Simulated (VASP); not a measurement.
# P (P6_3/mmc) in VASP: further runs

The runs below take P through single point, relaxation of cell and atoms, with LDA.

All numbers are computed with VASP 6.6.1; they aren't measurements. Logs are shortened: lines on timing, memory, paths and dates and some standing lists are left out, and cuts for length are marked.

## (1) The cell of the first run

Symmetry: P6_3/mmc, No. 194, hexagonal system. The conventional cell has a = 2.702 Å, b = 2.702 Å, c = 4.343 Å, α = 90.00°, β = 90.00°, γ = 120.00°. Within 3.5 Å of P (site symmetry -6m2) lie 12 P at 2.67 to 2.70 Å.

## (2) Single point, LDA

File INCAR:

```
SYSTEM = P
ALGO     = Normal         ! electronic algorithm
EDIFF    = 1E-6           ! SCF threshold, eV
ENCUT    = 500            ! plane-wave cutoff, eV
GGA      = CA             ! functional
GGA_COMPAT= .FALSE.      
ISIF     = 2              ! what is computed and relaxed
ISMEAR   = 0              ! smearing method
LASPH    = .TRUE.         ! aspherical terms in the spheres
LCHARG   = .TRUE.         ! write CHGCAR
LELF     = .TRUE.         ! ELF
LREAL    = .FALSE.        ! projectors in reciprocal space
LVHAR    = .TRUE.       
LWAVE    = .FALSE.        ! write WAVECAR
NBANDS   = 12             ! bands
NELM     = 120            ! most SCF steps
PREC     = Accurate       ! precision mode
SIGMA    = 0.02           ! smearing width, eV
```

File KPOINTS:

```
k-points
0
G
  9 9 5
  0 0 0
```

File POSCAR:

```
P
1.0
    2.7022834253      0.0000000000      0.0000000000
   -1.3511417127      2.3402460946      0.0000000000
    0.0000000000      0.0000000000      4.3433357186
P
2
Direct
    0.3333333333      0.6666666667      0.2500000000
    0.6666666667      0.3333333333      0.7500000000
```

Potentials or basis: VASP PAW LDA potentials, release 64 (P).

On the command line:

```bash
cat potpaw_LDA.64/P/POTCAR > POTCAR
mpirun -np 1 vasp_std > vasp.out
```

OUTCAR:

```text
SYSTEM = P
   EDIFF = 1E-6
   ENCUT = 500
   GGA = CA
   ISIF = 2
   ISMEAR = 0
   LASPH = .TRUE.
   LREAL = .FALSE.
   NELM = 120
   PREC = Accurate

 ion  position               nearest neighbor table
   1  0.333  0.667  0.250-   2 2.67   2 2.67   2 2.67   2 2.67   2 2.67   2 2.67
   2  0.667  0.333  0.750-   1 2.67   1 2.67   1 2.67   1 2.67   1 2.67   1 2.67

  LATTYP: Found a hexagonal cell.
 ALAT       =     2.7022834253
 C/A-ratio  =     1.6072835580

  Lattice vectors:

 A1 = (   2.7022834253,   0.0000000000,   0.0000000000)
 A2 = (  -1.3511417127,   2.3402460946,   0.0000000000)
 A3 = (   0.0000000000,   0.0000000000,   4.3433357186)

Analysis of symmetry for initial positions (statically):
=====================================================================
 Subroutine PRICEL returns:
 Original cell was already a primitive cell.

 Routine SETGRP: Setting up the symmetry group for a
 hexagonal supercell.

 Subroutine GETGRP returns: Found 24 space group operations
 (whereof 12 operations were pure point group operations)
 out of a pool of 24 trial point group operations.

The static configuration has the point symmetry D_3d.
 The point group associated with its full space group is D_6h.

Analysis of symmetry for dynamics (positions and initial velocities):
=====================================================================
 Subroutine PRICEL returns:
 Original cell was already a primitive cell.

 Routine SETGRP: Setting up the symmetry group for a
 hexagonal supercell.

 Subroutine GETGRP returns: Found 24 space group operations
 (whereof 12 operations were pure point group operations)
 out of a pool of 24 trial point group operations.

The dynamic configuration has the point symmetry D_3d.
 The point group associated with its full space group is D_6h.

 Subroutine INISYM returns: Found 24 space group operations
 (whereof 12 operations are pure point group operations),
 and found     1 'primitive' translations

----------------------------------------------------------------------------------------

                                     Primitive cell

  volume of cell :      27.4673

  direct lattice vectors                    reciprocal lattice vectors
     2.702283425  0.000000000  0.000000000     0.370057408  0.213652744  0.000000000
    -1.351141713  2.340246095  0.000000000     0.000000000  0.427305488  0.000000000
     0.000000000  0.000000000  4.343335719     0.000000000  0.000000000  0.230237786

  length of vectors
     2.702283425  2.702283425  4.343335719     0.427305488  0.427305488  0.230237786

  position of ions in fractional coordinates (direct lattice)
     0.333333333  0.666666667  0.250000000
     0.666666667  0.333333333  0.750000000

  ion indices of the primitive-cell ions
   primitive index   ion index
                 1           1
                 2           2

----------------------------------------------------------------------------------------

 KPOINTS: k-points

Automatic generation of k-mesh.
 Grid dimensions read from file:
 generate k-points for:    9    9    5

 Generating k-lattice:

  Cartesian coordinates                     Fractional coordinates (reciprocal lattice)
     0.041117490  0.023739194  0.000000000     0.111111111  0.000000000  0.000000000
     0.000000000  0.047478388  0.000000000     0.000000000  0.111111111  0.000000000
     0.000000000  0.000000000  0.046047557     0.000000000  0.000000000  0.200000000

  Length of vectors
     0.047478388  0.047478388  0.046047557

  Shift w.r.t. Gamma in fractional coordinates (k-lattice)
     0.000000000  0.000000000  0.000000000

 Subroutine IBZKPT returns following result:
 ===========================================

 Found     36 irreducible k-points:

 Following reciprocal coordinates:
            Coordinates               Weight
  0.000000  0.000000  0.000000      1.000000
  0.111111  0.000000  0.000000      6.000000
  0.222222 -0.000000  0.000000      6.000000
  0.333333  0.000000  0.000000      6.000000
  0.444444 -0.000000  0.000000      6.000000
  0.111111  0.111111  0.000000      6.000000
[... 16 lines left out ...]
  0.333333  0.222222  0.200000     24.000000
  0.333333  0.333333  0.200000      4.000000
 [... further k-points ...]
   k-points           NKPTS =     36   k-points in BZ     NKDIM =     36   number of bands    NBANDS=     12
   number of dos      NEDOS =    301   number of ions     NIONS =      2
   total plane-waves  NPLWV =  12800
   dimension x,y,z NGX =    20 NGY =   20 NGZ =   32
   dimension x,y,z NGXF=    40 NGYF=   40 NGZF=   64
   ions per type =               2
   NGX,Y,Z   is equivalent  to a cutoff of  12.30, 12.30, 12.25 a.u.
   NGXF,Y,Z  is equivalent  to a cutoff of  24.61, 24.61, 24.50 a.u.
 SYSTEM =  P
   PREC   = accura    normal or accurate (medium, high low for compatibility)
   ISTART =      0    job   : 0-new  1-cont  2-samecut
   ICHARG =      2    charge: 1-file 2-atom 10-const
   ISPIN  =      1    spin polarized calculation?
   LNONCOLLINEAR =      F non collinear calculations
   LSORBIT =      F    spin-orbit coupling
   LASPH  =      T    aspherical Exc in radial PAW
   ENCUT  =  500.0 eV  36.75 Ry    6.06 a.u.   4.93  4.93  7.92*2*pi/ulx,y,z
   NELM   =    120;   NELMIN=  2; NELMDL= -5     # of ELM steps
   EDIFF  = 0.1E-05   stopping-criterion for ELM
   LREAL  =      F    real-space projection
[... 7 lines left out ...]
   TEBEG  =    0.0;   TEEND  =   0.0 temperature during run
   PSTRESS=    0.0 pullay stress
   NELECT =      10.0000    total number of electrons
   NUPDOWN=      -1.0000    fix difference up-down
   EMIN   =  10.00;   EMAX   =-10.00  energy-range for DOS
   EFERMI =   0.00;   METHOD = LEGACY
   ISMEAR =     0;   SIGMA  =   0.02  broadening in eV -4-tet -1-fermi 0-gaus
   EFERMI_NEDOS =   21; number of points for ismear=-14 and -15
   IALGO  =     38    algorithm
   IMIX   =      4    mixing-type and parameters
     AMIX     =   0.40;   BMIX     =  1.00
     AMIX_MAG =   1.60;   BMIX_MAG =  1.00
  volume/ion in A,a.u.               =      13.73        92.68
  Fermi-wavevector in a.u.,A,eV,Ry     =   1.168969  2.209031 18.592196  1.366488
  Thomas-Fermi vector in A             =   2.305448
   LORBIT       =      0    0 simple, 1 ext, 2 COOP (PROOUT), +10 PAW based schemes
   GGA     = CA    functional components
   LHFCALC =     F    Hartree Fock is set to
   AEXX    =    0.0000 exact exchange contribution
   IVDW    =     0    specifies the selected vdW correction
   LEPSILON=     F    determine dielectric tensor
   LRPA    =     F    only Hartree local field effects (RPA)
 non-spin polarized calculation
 Gauss-broadening in eV      SIGMA  =   0.02
  energy-cutoff  :      500.00
  volume of cell :       27.47
 maximum number of plane-waves:       711
 NGX is ok and might be reduce to    20
   NGX =  9   NGY =  9   NGZ = 15

 number of electron      10.0000000 magnetization

 number of electron       9.9999999 magnetization

 Free energy of the ion-electron system (eV)
  ---------------------------------------------------
  ext. energy  EPLUGINS =         0.00000000
  ---------------------------------------------------
  free energy    TOTEN  =       -10.73945609 eV

  energy without entropy =      -10.73918693  energy(sigma->0) =      -10.73932151

 E-fermi :  10.3545     XC(G=0): -11.7939

 val. band max:       10.3215118553   @ k =   0.3333   0.2222   0.2000
 cond. band min:      10.3670563545   @ k =   0.3333   0.2222   0.0000
 fundamental gap:      0.0455444992
 Fermi energy:        10.3544572795

 k-point     1 :       0.0000    0.0000    0.0000
  band No.  band energies     occupation
      1      -6.3167      2.00000
      2       0.1368      2.00000
      3       2.1455      2.00000
      4      15.2681      0.00000
      5      15.2681      0.00000
      6      17.2435      0.00000
      7      17.2435      0.00000
      8      18.1513      0.00000
      9      20.9474      0.00000
     10      22.0329      0.00000
     11      22.4125      0.00000
     12      22.4125      0.00000

 k-point     2 :       0.1111    0.0000    0.0000
  band No.  band energies     occupation
      1      -6.0010      2.00000
      2       0.4390      2.00000
      3       2.4452      2.00000
      4      12.7329      0.00000
      5      14.2148      0.00000
      6      16.2133      0.00000
      7      17.5183      0.00000
      8      17.6853      0.00000
      9      20.0329      0.00000
     10      22.6968      0.00000
     11      22.8109      0.00000
     12      23.4788      0.00000

 k-point     3 :       0.2222   -0.0000    0.0000
  band No.  band energies     occupation
      1      -5.0587      2.00000
      2       1.3282      2.00000
      3       3.3376      2.00000
      4       8.8233      2.00000
      5      12.7783      0.00000
      6      13.7440      0.00000
      7      15.8105      0.00000
      8      16.9572      0.00000
      9      17.4395      0.00000
     10      21.8270      0.00000
     11      22.8129      0.00000
     12      22.9446      0.00000
[... 286 lines left out ...]
 k-point    23 :       0.3333    0.2222    0.2000
  band No.  band energies     occupation
      1      -0.2802      2.00000
      2       2.3708      2.00000
      3       4.3580      2.00000
      4       5.9389      2.00000
      5       7.0975      2.00000
      6       9.5251      2.00000
      7      10.3215      1.98017
      8      12.7017      0.00000
      9      16.9098      0.00000
     10      21.8930      0.00000
     11      22.9183      0.00000
     12      25.0787      0.00000

 k-point    24 :       0.3333    0.3333    0.2000
  band No.  band energies     occupation
      1       1.5654      2.00000
      2       1.5654      2.00000
      3       4.1284      2.00000
      4       6.2404      2.00000
      5       6.2404      2.00000
      6       7.9946      2.00000
      7      11.5824      0.00000
      8      11.5824      0.00000
      9      15.6947      0.00000
     10      23.9195      0.00000
     11      23.9195      0.00000
     12      26.1101      0.00000

 [... further k-points ...]
[... 5 lines left out ...]
  --------------------------------------------------------------------------------------
  -------------------------------------------------------------------------------------
  Total       -0.0139780     -0.0139780     -0.0257508      0.0000000     -0.0000000      0.0000000
  in kB       -0.8153443     -0.8153443     -1.5020550      0.0000000     -0.0000000      0.0000000
  external PRESSURE =      -1.0442479 kB  Pullay stress =       0.0000000 kB

 VOLUME and BASIS-vectors are now :
 -----------------------------------------------------------------------------
  energy-cutoff  :      500.00
  volume of cell :       27.47
      direct lattice vectors                 reciprocal lattice vectors
     2.702283425  0.000000000  0.000000000     0.370057408  0.213652744  0.000000000
    -1.351141713  2.340246095  0.000000000     0.000000000  0.427305488  0.000000000
     0.000000000  0.000000000  4.343335719     0.000000000  0.000000000  0.230237786

 POSITION                                       TOTAL-FORCE (eV/Angst)
 -----------------------------------------------------------------------------------
     -0.00000      1.56016      1.08583        -0.000000      0.000000      0.000000
      1.35114      0.78008      3.25750         0.000000     -0.000000      0.000000
 -----------------------------------------------------------------------------------
    total drift:                                0.000000     -0.000000      0.000000

  FREE ENERGIE OF THE ION-ELECTRON SYSTEM (eV)
  ---------------------------------------------------
  free  energy   TOTEN  =       -10.7394560898 eV

  energy  without entropy=      -10.7391869342  energy(sigma->0) =      -10.73932151
```

Wall time 3.1 s (1 thread of Intel Xeon 6975P-C (Granite Rapids), shared host); peak memory 0.12 GiB.

Results:

```
Free energy            : -10.7395 eV
Pressure               : -0.1 GPa
Band gap on the k mesh : zero (band 5 reaches 16.02 eV, above the bottom of band 6 at 6.30 eV)
```

Levels at points of the mesh, in eV from the Fermi level:
| k point | band 2 | band 3 | band 4 | band 5 | band 6 | band 7 | band 8 | band 9 |
| --- | --- | --- | --- | --- | --- | --- | --- | --- |
| (0.00, 0.00, 0.00) | -10.22 | -8.21 | 4.91 | 4.91 | 6.89 | 6.89 | 7.80 | 10.59 |

## (3) Single point, LDA

This run uses another cell than the first one, of 13.87 Å³/atom, 1.010 times its volume.

File INCAR:

```
  PREC = Accurate
  ENCUT = 500
  EDIFF = 1E-6
  ISMEAR = 0
  SIGMA = 0.02
  LREAL = False
  LASPH = True
  NELM = 120
  ALGO = Normal
  ISIF = 2
  LWAVE = False
  LCHARG = False
  GGA = CA
  NBANDS = 12
  GGA_COMPAT = False
```

File KPOINTS:

```
regular mesh
0
Gamma
  9 9 5
```

File POSCAR:

```
P
1.0
    2.7112611771      0.0000000000      0.0000000000
   -1.3556305885      2.3480210556      0.0000000000
    0.0000000000      0.0000000000      4.3577655114
P
2
Direct
    0.3333333333      0.6666666667      0.2500000000
    0.6666666667      0.3333333333      0.7500000000
```

Potentials or basis: VASP PAW LDA potentials, release 64 (P).

On the command line:

```bash
cat potpaw_LDA.64/P/POTCAR > POTCAR
mpirun -np 1 vasp_std > vasp.out
```

Wall time 3.2 s (1 thread of Intel Xeon 6975P-C (Granite Rapids), shared host); peak memory 0.12 GiB.

The run converged. Its results:

```
Free energy            : -10.7385 eV
Pressure               : -1.2 GPa
Band gap on the k mesh : zero (band 5 reaches 15.80 eV, above the bottom of band 6 at 6.21 eV)
```

Levels at points of the mesh, in eV from the Fermi level:
| k point | band 3 | band 4 | band 5 | band 6 | band 7 | band 8 |
| --- | --- | --- | --- | --- | --- | --- |
| (0.00, 0.00, 0.00) | -8.14 | 4.84 | 4.84 | 6.80 | 6.80 | 7.68 |

## (4) Relaxation of cell and atoms, LDA

File INCAR:

```
SYSTEM = P
  PREC = Accurate
  ENCUT = 500
  EDIFF = 1E-7
  ISMEAR = 0
  SIGMA = 0.02
  LREAL = .FALSE.
  LASPH = .TRUE.
  NELM = 120
  ALGO = Normal
  ISIF = 3
  LWAVE = .FALSE.
  LCHARG = .FALSE.
  GGA = CA
  IBRION = 2
  NSW = 80
  EDIFFG = -0.03
  GGA_COMPAT = .FALSE.
  NELMIN = 4
```

File KPOINTS:

```
Automatic mesh
0
G
  9 9 5
  0 0 0
```

File POSCAR:

```
P
1.0
    2.7022834253      0.0000000000      0.0000000000
   -1.3511417127      2.3402460946      0.0000000000
    0.0000000000      0.0000000000      4.3433357186
P
2
Direct
    0.3333333333      0.6666666667      0.2500000000
    0.6666666667      0.3333333333      0.7500000000
```

On the command line:

```bash
cat potpaw_LDA.64/P/POTCAR > POTCAR
mpirun -np 1 vasp_std > vasp.out
```

It took 2.9 s on 1 thread of Intel Xeon 6975P-C (Granite Rapids), shared host; peak memory 0.12 GiB.

The run converged. Its results:

```yaml
Free_energy: -10.7395 eV
Pressure_after_relaxing: -0.1 GPa
Band_gap_on_the_k_mesh: zero (band 5 reaches 16.02 eV, above the bottom of band 6 at 6.30 eV)
```

Final structure:
```
P
1.0
     2.70228    0.00000    0.00000
    -1.35114    2.34025    0.00000
     0.00000    0.00000    4.34334
P
2
Direct
  0.33333 0.66667 0.25000
  0.66667 0.33333 0.75000
```

Levels at points of the mesh, in eV from the Fermi level:
```tsv
k point	band 2	band 3	band 4	band 5	band 6	band 7	band 8	band 9
(0.00, 0.00, 0.00)	-10.22	-8.21	4.91	4.91	6.89	6.89	7.80	10.59
```

Caveat: the relaxation stopped at its first step, so nothing moved.

## (5) Relaxation of cell and atoms, LDA

This run uses another cell than the first one, of 14.71 Å³/atom, 1.071 times its volume.

File INCAR:

```
PREC = Accurate
ENCUT = 500
EDIFF = 1E-7
ISMEAR = 0
SIGMA = 0.02
LREAL = False
LASPH = True
NELM = 120
ALGO = Normal
ISIF = 3
LWAVE = False
LCHARG = False
GGA = CA
IBRION = 2
NSW = 80
EDIFFG = -0.03
GGA_COMPAT = False
NELMIN = 4
```

File KPOINTS:

```
regular mesh
0
Gamma
  9 9 5
```

File POSCAR:

```
P
1.0
    2.7500000000      0.0000000000      0.0000000000
   -1.3750000000      2.3815698604      0.0000000000
    0.0000000000      0.0000000000      4.4907500000
P
2
Direct
    0.3333333333      0.6666666667      0.2500000000
    0.6666666667      0.3333333333      0.7500000000
```

On the command line:

```bash
cat potpaw_LDA.64/P/POTCAR > POTCAR
mpirun -np 1 vasp_std > vasp.out
```

It took 8.6 s on 1 thread of Intel Xeon 6975P-C (Granite Rapids), shared host; peak memory 0.12 GiB.

The run converged. Its results:

* Free energy: -10.7401 eV
* Relaxed volume: 13.72 Å³/atom
* Relaxed cell: a = 2.701 Å, b = 2.701 Å, c = 4.343 Å, α = 90.00°, β = 90.00°, γ = 120.00°
* Space group after relaxing (to 0.05 Å): P6_3/mmc (No. 194)
* Energy gained by relaxing: 24.5 meV/atom
* Ionic steps: 4
* Pressure after relaxing: 0.0 GPa
* Band gap on the k mesh: zero (band 5 reaches 16.05 eV, above the bottom of band 6 at 6.31 eV)

Stress tensor (GPa, compression positive):
```
 0.14  0.00  0.00
 0.00  0.14  0.00
 0.00  0.00 -0.16
```

Step by step:
| step | energy change (eV) | largest force (eV/Å) | pressure (GPa) | volume (Å³) |
| --- | --- | --- | --- | --- |
| 1 | 0.0000 | 0.0000 | -6.74 | 29.41 |
| 2 | -0.0453 | 0.0000 | 2.13 | 26.85 |
| 3 | -0.0488 | 0.0000 | 0.39 | 27.35 |
| 4 | -0.0489 | 0.0000 | 0.04 | 27.44 |

Final structure:
```yaml
crystal:
  lattice:
    - [2.70081, 0.00000, 0.00000]
    - [-1.35041, 2.33897, 0.00000]
    - [0.00000, 0.00000, 4.34342]
  atoms:
    - { symbol: P, position: [0.33333, 0.66667, 0.25000] }
    - { symbol: P, position: [0.66667, 0.33333, 0.75000] }
```

Levels at points of the mesh, in eV from the Fermi level:
| k point | band 2 | band 3 | band 4 | band 5 | band 6 | band 7 | band 8 | band 9 |
| --- | --- | --- | --- | --- | --- | --- | --- | --- |
| (0.00, 0.00, 0.00) | -10.23 | -8.22 | 4.93 | 4.93 | 6.90 | 6.90 | 7.80 | 10.61 |

## (6) Summary

| task | cell | gap on the mesh (eV) | pressure (GPa) |
| --- | --- | --- | --- |
| single point | a = 2.702, b = 2.702, c = 4.343 Å, angles 90.0, 90.0, 120.0°, 2 atoms | none | -0.1 |
| single point | a = 2.711, b = 2.711, c = 4.358 Å, angles 90.0, 90.0, 120.0°, 2 atoms | none | -1.2 |
| relaxation of cell and atoms | relaxed from a = 2.702, b = 2.702, c = 4.343 Å, angles 90.0, 90.0, 120.0°, 2 atoms | none | -0.1 |
| relaxation of cell and atoms | relaxed from a = 2.750, b = 2.750, c = 4.491 Å, angles 90.0, 90.0, 120.0°, 2 atoms | none | 0.0 |

Alike in all rows: level LDA; potentials or basis VASP PAW LDA potentials, release 64 (P); no spin polarisation; k mesh 9 × 9 × 5; cutoff (eV) 500; smearing gaussian 0.02 eV.

Caveats: the relaxation stopped at its first step, so nothing moved (some runs).

Absolute energies hang on the potentials; compare differences alone.
